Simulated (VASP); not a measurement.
Wanted: the native input for a VASP 6.6.1 run.

```
Task                   : single point
Functional             : PBEsol
Potentials or basis    : VASP PAW PBE potentials, release 64 (Co)
Cutoff                 : 520 eV
k mesh                 : 12 × 12 × 6
Occupations            : fermi-dirac, width 0.1 eV
Spin                   : collinear spin, ferromagnetic start
Starting moments       : [1.96, 1.96] μB
Dipole correction      : no
Further INCAR settings : ALGO = Normal; EDIFF = 1e-06; NBANDS = 20
```

The structure of Co lies in POSCAR:

```
Co
1.0
    0.0000000000      1.7978500000      1.7978500000
    1.7978500000      0.0000000000      1.7978500000
    3.5957000000      3.5957000000      0.0000000000
Co
2
Direct
    0.0000000000      0.0000000000      0.0000000000
    0.0000000000      0.0000000000      0.5000000000
```

These files were run (other wordings do the same):

INCAR

```
SYSTEM = Co
PREC = Accurate ; ENCUT = 520
EDIFF = 1E-6 ; ISMEAR = -1
SIGMA = 0.1 ; LREAL = .FALSE.
LASPH = .TRUE. ; NELM = 150
ALGO = Normal ; ISIF = 2
LWAVE = .FALSE. ; LCHARG = .FALSE.
ISPIN = 2 ; MAGMOM = 1.96 1.96
LORBIT = 11 ; LMAXMIX = 4
GGA = PS ; NBANDS = 20
```

KPOINTS

```
regular mesh
0
G
  12 12 6
  0 0 0
```

Potentials or basis: VASP PAW PBE potentials, release 64 (Co).

The run is started by

```console
$ cat potpaw_PBE.64/Co/POTCAR > POTCAR
$ mpirun -np 1 vasp_std > vasp.out
```

It gave:

The pressure is -20.1 GPa and the net moment is 3.41 μB per cell. The site moments are Co +1.73 μB and the valence electrons inside the program's atomic spheres are Co 8.14.

Caveat: the PAW data sets were made with another functional, which shifts forces and pressure a little.

Wall time 87 s on 1 thread of AMD EPYC 7R43 64-Core Processor (Zen 3) (shared host), peak memory 0.16 GiB.
